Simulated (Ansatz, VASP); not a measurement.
One calculation of Nb, two programs

The input INCAR:

```
PREC = Accurate
ENCUT = 520
EDIFF = 1E-6
ISMEAR = -1
SIGMA = 0.08
LREAL = False
LASPH = True
NELM = 60
ALGO = Normal
ISIF = 2
LWAVE = False
LCHARG = False
GGA = PE
NBANDS = 12
```

File KPOINTS:

```
regular mesh
0
Gamma
  16 16 16
```

POSCAR

```
Nb
1.0
   -1.6325142308      1.6325142308      1.6325142308
    1.6325142308     -1.6325142308      1.6325142308
    1.6325142308      1.6325142308     -1.6325142308
Nb
1
Direct
    0.0000000000      0.0000000000      0.0000000000
```

Input for Ansatz:

```yaml
crystal:
  lattice:
    - [-1.6325142308, 1.6325142308, 1.6325142308]
    - [1.6325142308, -1.6325142308, 1.6325142308]
    - [1.6325142308, 1.6325142308, -1.6325142308]
  atoms:
    - { symbol: Nb, position: [0.0, 0.0, 0.0] }
kpoints:
  mp_grid: { grid: [16, 16, 16] }
scf:
  occupations: { method: fermi_dirac, width: 0.08 }
hamiltonian:
  xc: pbe
  pseudopotentials: { kind: all_electron, lapw: { basis_error: 0.001 } }
output:
  forces: true
  stress: true
  eigenvalues: true
```

Change from the starting cell: volume scaled by 0.96.

Alike in both runs: task single point; functional PBE; k mesh 16 × 16 × 16; occupations fermi-dirac, width 0.08 eV; no spin polarisation.

|  | VASP | Ansatz |
| --- | --- | --- |
| version | VASP 6.6.1 | Ansatz 0.2.0 |
| potentials or method | VASP PAW PBE potentials, release 64 (Nb_sv), cutoff 520 eV | all-electron LAPW, scalar-relativistic |

|  | VASP | Ansatz | Ansatz less VASP |
| --- | --- | --- | --- |
| pressure (GPa) | 7.2 | 7.5 | +0.36 |

Ansatz ran all-electron here, and VASP with PAW potentials.
